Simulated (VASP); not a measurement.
A run of VASP 6.6.1 is set up as follows.

File INCAR:

```
PREC = Accurate ; ENCUT = 520
EDIFF = 1E-6 ; ISMEAR = -1
SIGMA = 0.08 ; LREAL = False
LASPH = True ; NELM = 60
ALGO = Normal ; ISIF = 2
LWAVE = False ; LCHARG = True
GGA = CA ; LELF = True
LVHAR = True ; NBANDS = 10
```

KPOINTS

```
Automatic mesh
0
Gamma
  19 19 19
```

The input POSCAR:

```
Os
1.0
    0.0000000000      1.7350976188      1.7350976188
    1.7350976188      0.0000000000      1.7350976188
    1.7350976188      1.7350976188      0.0000000000
Os
1
Direct
    0.0000000000      0.0000000000      0.0000000000
```

Potentials or basis: VASP PAW LDA potentials, release 64 (Os).

Command:

```sh
$ cat potpaw_LDA.64/Os/POTCAR > POTCAR
$ mpirun -np 1 vasp_std > vasp.out
```

Q: Estimate the pressure.

A: 237.8 GPa.

Q: Estimate the band gap on the k mesh.

A: Zero (band 4 reaches 18.31 eV, above the bottom of band 5 at 12.22 eV).

Caveat: spin-orbit coupling is left out, which moves the levels of the heavy elements.
